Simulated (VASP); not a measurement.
A run of VASP 6.6.1 is set up as follows.

File POSCAR:

```
Si
1.0
    0.0000000000      2.7709909694      2.7709909694
    2.7709909694      0.0000000000      2.7709909694
    2.7709909694      2.7709909694      0.0000000000
Si
2
Direct
    0.0000000000      0.0000000000      0.0000000000
    0.2500000000      0.2500000000      0.2500000000
```

INCAR.step1

```
ALGO = Normal
EDIFF = 1E-5
ENCUT = 520
GGA = PE
ISIF = 2
ISMEAR = -1
LASPH = True
LCHARG = False
LREAL = False
LWAVE = True
NBANDS = 11
NELM = 100
PREC = Accurate
SIGMA = 0.05
```

File INCAR.step2:

```
ALGO = Normal
EDIFF = 1E-6
ENCUT = 520
GGA = PE
HFSCREEN = 0.2079
ISIF = 2
ISMEAR = -1
ISTART = 1
LASPH = True
LCHARG = False
LHFCALC = True
LREAL = False
LWAVE = False
NBANDS = 11
NELM = 100
PREC = Accurate
PRECFOCK = Normal
SIGMA = 0.05
```

The input KPOINTS:

```
k-points
0
Gamma
  4 4 4
```

Potentials or basis: VASP PAW PBE potentials, release 64 (Si).

Run with:

```bash
$ cat potpaw_PBE.64/Si/POTCAR > POTCAR
$ cp INCAR.step1 INCAR
$ mpirun -np 1 vasp_std > vasp.out
$ cp INCAR.step2 INCAR
$ mpirun -np 1 vasp_std > vasp.out
```

(1) What does it give for the band gap on the k mesh?

(2) Predict the pressure.

Results:

(1) 1.44 eV (least direct gap 3.30 eV).

(2) -4.7 GPa.

Caveat: the k points lie up to 0.49 Å⁻¹ apart; the PAW data sets were made with another functional, which shifts forces and pressure a little.
